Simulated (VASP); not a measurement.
Set up this calculation in VASP 6.6.1, as the native input.

```yaml
Task: single point
Functional: PBEsol
Potentials_or_basis: VASP PAW PBE potentials, release 64 (Al, Co)
Cutoff: 520 eV
k_mesh: 12 × 12 × 12
Occupations: tetrahedron
Spin: collinear spin, ferromagnetic start
Starting_moments: "[0.0, 1.48, 1.48, 1.48] μB"
Dipole_correction: no
Further_INCAR_settings: ALGO = Fast; EDIFF = 1e-06; NBANDS = 27
```

The structure of AlCo3 lies in POSCAR:

```
AlCo3
1.0
    3.5749480000      0.0000000000      0.0000000000
    0.0000000000      3.5749480000      0.0000000000
    0.0000000000      0.0000000000      3.5749480000
Al Co
1 3
Direct
    0.0000000000      0.0000000000      0.0000000000
    0.5000000000      0.5000000000      0.0000000000
    0.5000000000      0.0000000000      0.5000000000
    0.0000000000      0.5000000000      0.5000000000
```

One way to write it, as run:

INCAR

```
SYSTEM = AlCo3
ALGO = Fast ; EDIFF = 1E-6
ENCUT = 520 ; GGA = PS
ISIF = 2 ; ISMEAR = -5
ISPIN = 2 ; LASPH = .True.
LCHARG = .False. ; LMAXMIX = 4
LORBIT = 11 ; LREAL = .False.
LWAVE = .False. ; MAGMOM = 0 1.48 1.48 1.48
NBANDS = 27 ; NELM = 150
PREC = Accurate ; SIGMA = 0.1
```

KPOINTS

```
k-points
0
Gamma
  12 12 12
  0 0 0
```

Potentials or basis: VASP PAW PBE potentials, release 64 (Al, Co).

Launch:

```sh
$ cat potpaw_PBE.64/Al/POTCAR potpaw_PBE.64/Co/POTCAR > POTCAR
$ mpirun -np 1 vasp_std > vasp.out
```

Results of the run:

The pressure is -7.7 GPa, the net moment is 3.86 μB per cell and the site moments are Al -0.04; Co +1.32 μB. The valence electrons inside the program's atomic spheres are Al 0.82; Co 8.30.

Caveat: the cell stands under tension; the PAW data sets were made with another functional, which shifts forces and pressure a little; tetrahedron occupations give inexact forces and stress in metals.

Run time: 5.2 min on 1 thread of Oxide Virtual Turin-like Processor, on a shared host, peak memory 0.25 GiB.
